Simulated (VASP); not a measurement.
A run of VASP 6.6.1 is set up as follows.

The input INCAR:

```
ALGO = Normal
EDIFF = 1E-6
ENCUT = 500
GGA = PE
GGA_COMPAT = False
ISIF = 2
ISMEAR = 0
LASPH = True
LCHARG = False
LREAL = False
LWAVE = False
NBANDS = 24
NELM = 120
PREC = Accurate
SIGMA = 0.1
```

The input KPOINTS:

```
k-points
0
Gamma
  6 6 6
```

POSCAR

```
Au
1.0
    3.9801441321      0.0000000000      0.0000000000
    0.0000000000      3.9801441321      0.0000000000
    0.0000000000      0.0000000000      3.9801441321
Au
3
Direct
    0.0000000000      0.5000000000      0.5000000000
    0.5000000000      0.0000000000      0.5000000000
    0.5000000000      0.5000000000      0.0000000000
```

Potentials or basis: VASP PAW PBE potentials, release 64 (Au).

Launch:

```bash
$ cat potpaw_PBE.64/Au/POTCAR > POTCAR
$ mpirun -np 1 vasp_std > vasp.out
```

(1) Predict the pressure.

## Answers

(1) 0.0 GPa.
